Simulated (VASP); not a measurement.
Here is a VASP 6.6.1 calculation.

The input POSCAR:

```
HfN
1.0
    0.0000000000      2.4047095306      2.4047095306
    2.4047095306      0.0000000000      2.4047095306
    2.4047095306      2.4047095306      0.0000000000
Hf N
1 1
Direct
    0.0000000000      0.0000000000      0.0000000000
    0.2500000000      0.2500000000      0.2500000000
```

The input INCAR.step1:

```
SYSTEM = HfN
PREC = Accurate
ENCUT = 520
EDIFF = 1E-5
ISMEAR = -1
SIGMA = 0.05
LREAL = .False.
LASPH = .True.
NELM = 100
ALGO = Normal
ISIF = 2
LWAVE = .True.
LCHARG = .False.
GGA = PE
NBANDS = 14
```

File INCAR.step2:

```
SYSTEM = HfN
PREC = Accurate
ENCUT = 520
EDIFF = 1E-6
ISMEAR = -1
SIGMA = 0.05
LREAL = .False.
LASPH = .True.
NELM = 100
ALGO = Normal
ISIF = 2
LWAVE = .False.
LCHARG = .False.
GGA = PE
LHFCALC = .True.
HFSCREEN = 0.2079
PRECFOCK = Normal
ISTART = 1
NBANDS = 14
```

Contents of KPOINTS:

```
regular mesh
0
Gamma
  6 6 6
  0 0 0
```

Potentials or basis: VASP PAW PBE potentials, release 64 (Hf_pv, N).

The run is started by

```console
$ cat potpaw_PBE.64/Hf_pv/POTCAR potpaw_PBE.64/N/POTCAR > POTCAR
$ cp INCAR.step1 INCAR
$ mpirun -np 1 vasp_std > vasp.out
$ cp INCAR.step2 INCAR
$ mpirun -np 1 vasp_std > vasp.out
```

(1) What does it give for the pressure?

(2) Predict the band gap on the k mesh.

Results:

(1) 8.9 GPa.

(2) zero (an odd number of electrons rules out a gap without spin polarisation).

Caveat: the k points lie up to 0.38 Å⁻¹ apart, too coarse for converged energies and pressures of a metal; the PAW data sets were made with another functional, which shifts forces and pressure a little; spin-orbit coupling is left out, which moves the levels of the heavy elements.
